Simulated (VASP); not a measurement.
# GaN (l) (F-43m) in VASP: a series of runs

The runs below take GaN (l) through single point, with LDA.

All numbers are computed with VASP 6.6.1; they aren't measurements. Logs are shortened: lines on timing, memory, paths and dates and some standing lists are left out, and cuts for length are marked.

**1. The cell of the first run**

Symmetry: F-43m, No. 216, cubic system. Conventional cell: a = 4.455 Å, b = 4.455 Å, c = 4.455 Å, α = 90.00°, β = 90.00°, γ = 90.00°. Ga (site symmetry -43m) has 4 N at 1.93 Å within 2.6 Å. N (site symmetry -43m) has 4 Ga at 1.93 Å within 2.6 Å.

**2. Single point, LDA**

Input file INCAR:

```
SYSTEM = GaN
  ALGO = Normal
  EDIFF = 1E-6
  ENCUT = 600
  GGA_COMPAT = .FALSE.
  ISIF = 2
  ISMEAR = 0
  LASPH = .TRUE.
  LCHARG = .FALSE.
  LREAL = .FALSE.
  LWAVE = .FALSE.
  NBANDS = 16
  NELM = 120
  PREC = Accurate
  SIGMA = 0.02
```

Input file KPOINTS:

```
k-points
0
G
  10 10 10
  0 0 0
```

Input file POSCAR:

```
GaN
1.0
    0.0000000000      2.2277008268      2.2277008268
    2.2277008268      0.0000000000      2.2277008268
    2.2277008268      2.2277008268      0.0000000000
Ga N
1 1
Direct
    0.0000000000      0.0000000000      0.0000000000
    0.2500000000      0.2500000000      0.2500000000
```

Potentials or basis: VASP PAW LDA potentials, release 64 (Ga_d, N).

On the command line:

```
cat potpaw_LDA.64/Ga_d/POTCAR potpaw_LDA.64/N/POTCAR > POTCAR
mpirun -np 1 vasp_std > vasp.out
```

OUTCAR:

```text
SYSTEM = GaN
   EDIFF = 1E-6
   ENCUT = 600
   ISIF = 2
   ISMEAR = 0
   LASPH = .TRUE.
   LREAL = .FALSE.
   NELM = 120
   PREC = Accurate

 ion  position               nearest neighbor table
   1  0.000  0.000  0.000-   2 1.93   2 1.93   2 1.93   2 1.93
   2  0.250  0.250  0.250-   1 1.93   1 1.93   1 1.93   1 1.93

  LATTYP: Found a face centered cubic cell.
 ALAT       =     4.4554016536

  Lattice vectors:

 A1 = (   0.0000000000,   2.2277008268,   2.2277008268)
 A2 = (   2.2277008268,   0.0000000000,   2.2277008268)
 A3 = (   2.2277008268,   2.2277008268,   0.0000000000)

Analysis of symmetry for initial positions (statically):
=====================================================================
 Subroutine PRICEL returns:
 Original cell was already a primitive cell.

 Routine SETGRP: Setting up the symmetry group for a
 face centered cubic supercell.

 Subroutine GETGRP returns: Found 24 space group operations
 (whereof 24 operations were pure point group operations)
 out of a pool of 48 trial point group operations.

The static configuration has the point symmetry T_d .

Analysis of symmetry for dynamics (positions and initial velocities):
=====================================================================
 Subroutine PRICEL returns:
 Original cell was already a primitive cell.

 Routine SETGRP: Setting up the symmetry group for a
 face centered cubic supercell.

 Subroutine GETGRP returns: Found 24 space group operations
 (whereof 24 operations were pure point group operations)
 out of a pool of 48 trial point group operations.

The dynamic configuration has the point symmetry T_d .

 Subroutine INISYM returns: Found 24 space group operations
 (whereof 24 operations are pure point group operations),
 and found     1 'primitive' translations

----------------------------------------------------------------------------------------

                                     Primitive cell

  volume of cell :      22.1106

  direct lattice vectors                    reciprocal lattice vectors
     0.000000000  2.227700827  2.227700827    -0.224446655  0.224446655  0.224446655
     2.227700827  0.000000000  2.227700827     0.224446655 -0.224446655  0.224446655
     2.227700827  2.227700827  0.000000000     0.224446655  0.224446655 -0.224446655

  length of vectors
     3.150444722  3.150444722  3.150444722     0.388753011  0.388753011  0.388753011

  position of ions in fractional coordinates (direct lattice)
     0.000000000  0.000000000  0.000000000
     0.250000000  0.250000000  0.250000000

  ion indices of the primitive-cell ions
   primitive index   ion index
                 1           1
                 2           2

----------------------------------------------------------------------------------------

 KPOINTS: k-points

Automatic generation of k-mesh.
 Grid dimensions read from file:
 generate k-points for:   10   10   10

 Generating k-lattice:

  Cartesian coordinates                     Fractional coordinates (reciprocal lattice)
    -0.022444666  0.022444666  0.022444666     0.100000000  0.000000000  0.000000000
     0.022444666 -0.022444666  0.022444666     0.000000000  0.100000000  0.000000000
     0.022444666  0.022444666 -0.022444666     0.000000000  0.000000000  0.100000000

  Length of vectors
     0.038875301  0.038875301  0.038875301

  Shift w.r.t. Gamma in fractional coordinates (k-lattice)
     0.000000000  0.000000000  0.000000000

 Subroutine IBZKPT returns following result:
 ===========================================

 Found     47 irreducible k-points:

 Following reciprocal coordinates:
            Coordinates               Weight
  0.000000  0.000000  0.000000      1.000000
  0.100000  0.000000  0.000000      8.000000
  0.200000  0.000000  0.000000      8.000000
  0.300000  0.000000  0.000000      8.000000
  0.400000  0.000000  0.000000      8.000000
  0.500000  0.000000  0.000000      4.000000
[... 16 lines left out ...]
  0.300000  0.300000  0.000000      6.000000
  0.400000  0.300000  0.000000     24.000000
 [... further k-points ...]
   k-points           NKPTS =     47   k-points in BZ     NKDIM =     47   number of bands    NBANDS=     16
   number of dos      NEDOS =    301   number of ions     NIONS =      2
   total plane-waves  NPLWV =  21952
   dimension x,y,z NGX =    28 NGY =   28 NGZ =   28
   dimension x,y,z NGXF=    56 NGYF=   56 NGZF=   56
   ions per type =               1   1
   NGX,Y,Z   is equivalent  to a cutoff of  14.78, 14.78, 14.78 a.u.
   NGXF,Y,Z  is equivalent  to a cutoff of  29.55, 29.55, 29.55 a.u.
 SYSTEM =  GaN
   PREC   = accura    normal or accurate (medium, high low for compatibility)
   ISTART =      0    job   : 0-new  1-cont  2-samecut
   ICHARG =      2    charge: 1-file 2-atom 10-const
   ISPIN  =      1    spin polarized calculation?
   LNONCOLLINEAR =      F non collinear calculations
   LSORBIT =      F    spin-orbit coupling
   LASPH  =      T    aspherical Exc in radial PAW
   ENCUT  =  600.0 eV  44.10 Ry    6.64 a.u.   6.29  6.29  6.29*2*pi/ulx,y,z
   NELM   =    120;   NELMIN=  2; NELMDL= -5     # of ELM steps
   EDIFF  = 0.1E-05   stopping-criterion for ELM
   LREAL  =      F    real-space projection
   EDIFFG = 0.1E-04   stopping-criterion for IOM
   NSW    =      0    number of steps for IOM
   IBRION =     -1    ionic relax: 0-MD 1-quasi-New 2-CG
   NFREE  =      0    steps in history (QN), initial steepest desc. (CG)
   ISIF   =      2    stress and relaxation
   ISYM   =      2    0-nonsym 1-usesym 2-fastsym
   POTIM  = 0.5000    time-step for ionic-motion
   TEBEG  =    0.0;   TEEND  =   0.0 temperature during run
   PSTRESS=    0.0 pullay stress
   NELECT =      18.0000    total number of electrons
   NUPDOWN=      -1.0000    fix difference up-down
   EMIN   =  10.00;   EMAX   =-10.00  energy-range for DOS
   EFERMI =   0.00;   METHOD = LEGACY
   ISMEAR =     0;   SIGMA  =   0.02  broadening in eV -4-tet -1-fermi 0-gaus
   EFERMI_NEDOS =   21; number of points for ismear=-14 and -15
   IALGO  =     38    algorithm
   IMIX   =      4    mixing-type and parameters
     AMIX     =   0.40;   BMIX     =  1.00
     AMIX_MAG =   1.60;   BMIX_MAG =  1.00
  volume/ion in A,a.u.               =      11.06        74.60
  Fermi-wavevector in a.u.,A,eV,Ry     =   1.528617  2.888668 31.792342  2.336671
  Thomas-Fermi vector in A             =   2.636351
   LORBIT       =      0    0 simple, 1 ext, 2 COOP (PROOUT), +10 PAW based schemes
   GGA     = CA    functional components
   LHFCALC =     F    Hartree Fock is set to
   AEXX    =    0.0000 exact exchange contribution
   IVDW    =     0    specifies the selected vdW correction
   LEPSILON=     F    determine dielectric tensor
   LRPA    =     F    only Hartree local field effects (RPA)
 non-spin polarized calculation
 Gauss-broadening in eV      SIGMA  =   0.02
  energy-cutoff  :      600.00
  volume of cell :       22.11
 maximum number of plane-waves:       754
 NGX is ok and might be reduce to    28
   NGX = 13   NGY = 13   NGZ = 13

 number of electron      18.0000001 magnetization

 Free energy of the ion-electron system (eV)
  ---------------------------------------------------
  ext. energy  EPLUGINS =         0.00000000
  ---------------------------------------------------
  free energy    TOTEN  =       -13.94409870 eV

  energy without entropy =      -13.94409870  energy(sigma->0) =      -13.94409870

 E-fermi :   5.6251     XC(G=0): -12.3037

 val. band max:        5.4190177916   @ k =   0.0000   0.0000   0.0000
 cond. band min:       7.3909787304   @ k =   0.0000   0.0000   0.0000
 fundamental gap:      1.9719609388
 Fermi energy:         5.6251090355

 k-point     1 :       0.0000    0.0000    0.0000
  band No.  band energies     occupation
      1     -10.6889      2.00000
      2      -8.1720      2.00000
      3      -8.1720      2.00000
      4      -8.1720      2.00000
      5      -7.8177      2.00000
      6      -7.8177      2.00000
[... 8 lines left out ...]
     15      24.3617      0.00000
     16      24.3617      0.00000

 k-point     2 :       0.1000    0.0000    0.0000
  band No.  band energies     occupation
      1     -10.5693      2.00000
      2      -8.1569      2.00000
      3      -8.1569      2.00000
      4      -8.1340      2.00000
      5      -7.8192      2.00000
      6      -7.8192      2.00000
[... 8 lines left out ...]
     15      23.0799      0.00000
     16      23.0799      0.00000

 k-point     3 :       0.2000    0.0000    0.0000
  band No.  band energies     occupation
      1     -10.2675      2.00000
      2      -8.1221      2.00000
      3      -8.1221      2.00000
      4      -7.9681      2.00000
      5      -7.8181      2.00000
      6      -7.8181      2.00000
[... 8 lines left out ...]
     15      22.3046      0.00000
     16      22.3046      0.00000

 k-point     4 :       0.3000    0.0000    0.0000
  band No.  band energies     occupation
      1      -9.9497      2.00000
      2      -8.0913      2.00000
      3      -8.0913      2.00000
      4      -7.8032      2.00000
      5      -7.8032      2.00000
      6      -7.5427      2.00000
[... 8 lines left out ...]
     15      22.8131      0.00000
     16      22.8131      0.00000

 k-point     5 :       0.4000    0.0000    0.0000
  band No.  band energies     occupation
      1      -9.7655      2.00000
      2      -8.0781      2.00000
      3      -8.0781      2.00000
      4      -7.7782      2.00000
      5      -7.7782      2.00000
      6      -6.8602      2.00000
[... 8 lines left out ...]
     15      24.2576      0.00000
     16      24.2576      0.00000

 k-point     6 :       0.5000    0.0000    0.0000
  band No.  band energies     occupation
      1      -9.7139      2.00000
      2      -8.0758      2.00000
      3      -8.0758      2.00000
      4      -7.7657      2.00000
      5      -7.7657      2.00000
      6      -6.4388      2.00000
[... 8 lines left out ...]
     15      25.2907      0.00000
     16      25.2907      0.00000

 k-point     7 :       0.1000    0.1000    0.0000
  band No.  band energies     occupation
      1     -10.5299      2.00000
      2      -8.1436      2.00000
      3      -8.1436      2.00000
      4      -8.1387      2.00000
      5      -7.8293      2.00000
      6      -7.8096      2.00000
[... 8 lines left out ...]
     15      24.6726      0.00000
     16      25.0834      0.00000

 k-point     8 :       0.2000    0.1000    0.0000
  band No.  band energies     occupation
      1     -10.2902      2.00000
      2      -8.1222      2.00000
      3      -8.1074      2.00000
      4      -8.0250      2.00000
      5      -7.8278      2.00000
      6      -7.8015      2.00000
[... 8 lines left out ...]
     15      24.1643      0.00000
     16      24.3041      0.00000

 k-point     9 :       0.3000    0.1000    0.0000
  band No.  band energies     occupation
      1      -9.9825      2.00000
      2      -8.0939      2.00000
      3      -8.0720      2.00000
      4      -7.8760      2.00000
      5      -7.7877      2.00000
      6      -7.6243      2.00000
[... 8 lines left out ...]
     15      23.3147      0.00000
     16      24.2833      0.00000
[... 172 lines left out ...]
 k-point    19 :       0.5000    0.2000    0.0000
  band No.  band energies     occupation
      1      -9.6330      2.00000
      2      -8.0600      2.00000
      3      -7.9900      2.00000
      4      -7.8668      2.00000
      5      -7.7613      2.00000
      6      -6.3318      2.00000
[... 8 lines left out ...]
     15      25.8703      0.00000
     16      26.2858      0.00000

 k-point    20 :      -0.4000    0.2000    0.0000
  band No.  band energies     occupation
      1      -9.6257      2.00000
      2      -8.0653      2.00000
      3      -7.9966      2.00000
      4      -7.8325      2.00000
      5      -7.7883      2.00000
      6      -6.1841      2.00000
[... 8 lines left out ...]
     15      24.2482      0.00000
     16      25.9250      0.00000

 k-point    21 :      -0.3000    0.2000    0.0000
  band No.  band energies     occupation
      1      -9.6912      2.00000
      2      -8.0667      2.00000
      3      -8.0163      2.00000
      4      -7.8258      2.00000
      5      -7.8247      2.00000
      6      -6.7208      2.00000
[... 8 lines left out ...]
     15      22.8784      0.00000
     16      26.2919      0.00000

 k-point    22 :      -0.2000    0.2000    0.0000
  band No.  band energies     occupation
      1      -9.8523      2.00000
      2      -8.0745      2.00000
      3      -8.0568      2.00000
      4      -7.8432      2.00000
      5      -7.8369      2.00000
      6      -7.3466      2.00000
[... 8 lines left out ...]
     15      22.9176      0.00000
     16      26.2098      0.00000

 k-point    23 :       0.3000    0.3000    0.0000
  band No.  band energies     occupation
      1      -9.7609      2.00000
      2      -8.0190      2.00000
      3      -7.9622      2.00000
      4      -7.9622      2.00000
      5      -7.7620      2.00000
      6      -7.3308      2.00000
[... 8 lines left out ...]
     15      27.7312      0.00000
     16      28.3185      0.00000

 k-point    24 :       0.4000    0.3000    0.0000
  band No.  band energies     occupation
      1      -9.6413      2.00000
      2      -8.0375      2.00000
      3      -7.9249      2.00000
      4      -7.9235      2.00000
      5      -7.7508      2.00000
      6      -6.8260      2.00000
[... 8 lines left out ...]
     15      28.1207      0.00000
     16      28.1545      0.00000

 [... further k-points ...]
[... 5 lines left out ...]
  --------------------------------------------------------------------------------------
  -------------------------------------------------------------------------------------
  Total        0.1401891      0.1401891      0.1401891      0.0000000      0.0000000      0.0000000
  in kB       10.1583770     10.1583770     10.1583770      0.0000000      0.0000000      0.0000000
  external PRESSURE =      10.1583770 kB  Pullay stress =       0.0000000 kB

 VOLUME and BASIS-vectors are now :
 -----------------------------------------------------------------------------
  energy-cutoff  :      600.00
  volume of cell :       22.11
      direct lattice vectors                 reciprocal lattice vectors
     0.000000000  2.227700827  2.227700827    -0.224446655  0.224446655  0.224446655
     2.227700827  0.000000000  2.227700827     0.224446655 -0.224446655  0.224446655
     2.227700827  2.227700827  0.000000000     0.224446655  0.224446655 -0.224446655

 POSITION                                       TOTAL-FORCE (eV/Angst)
 -----------------------------------------------------------------------------------
      0.00000      0.00000      0.00000         0.000000      0.000000      0.000000
      1.11385      1.11385      1.11385        -0.000000     -0.000000     -0.000000
 -----------------------------------------------------------------------------------
    total drift:                               -0.000000     -0.000000      0.000000

  FREE ENERGIE OF THE ION-ELECTRON SYSTEM (eV)
  ---------------------------------------------------
  free  energy   TOTEN  =       -13.9440987042 eV

  energy  without entropy=      -13.9440987042  energy(sigma->0) =      -13.94409870
```

Run time: 35 s. Hardware: 1 thread of AMD EPYC 7R43 (Zen 3), shared host; peak memory 0.11 GiB.

Results:

```
Free energy            : -13.9441 eV
Pressure               : 1.0 GPa
Band gap on the k mesh : 1.97 eV, direct
```

**3. Single point, LDA**

Input file INCAR:

```
  PREC = Accurate
  ENCUT = 600
  EDIFF = 1E-6
  ISMEAR = 0
  SIGMA = 0.02
  LREAL = False
  LASPH = True
  NELM = 120
  ALGO = Normal
  ISIF = 2
  LWAVE = False
  LCHARG = True
  LELF = True
  LVHAR = True
  NBANDS = 16
  GGA_COMPAT = False
```

Input file KPOINTS:

```
regular mesh
0
Gamma
  10 10 10
```

POSCAR is that of step 2.

Potentials or basis: VASP PAW LDA potentials, release 64 (Ga_d, N).

On the command line:

```
cat potpaw_LDA.64/Ga_d/POTCAR potpaw_LDA.64/N/POTCAR > POTCAR
mpirun -np 1 vasp_std > vasp.out
```

Wall time 39 s (1 thread of AMD EPYC 7R43 (Zen 3), shared host); peak memory 0.12 GiB.

It converged, with:

```yaml
Free_energy: -13.9441 eV
Pressure: 1.0 GPa
Band_gap_on_the_k_mesh: 1.97 eV, direct
```

Levels at points of the mesh, in eV from the valence-band top:
```
           k point  band 5  band 6  band 7  band 8  band 9  band 10  band 11  band 12  band 13  band 14
(0.00, 0.00, 0.00)  -13.24  -13.24    0.00    0.00    0.00     1.97    10.33    10.33    10.33    17.77
(0.50, 0.00, 0.00)  -13.18  -11.86   -7.35   -1.02   -1.02     4.78     8.77    10.38    10.38    15.68
(0.50, 0.50, 0.00)  -13.15  -11.38   -6.35   -2.86   -2.86     3.26     6.69    11.75    14.12    14.12
```
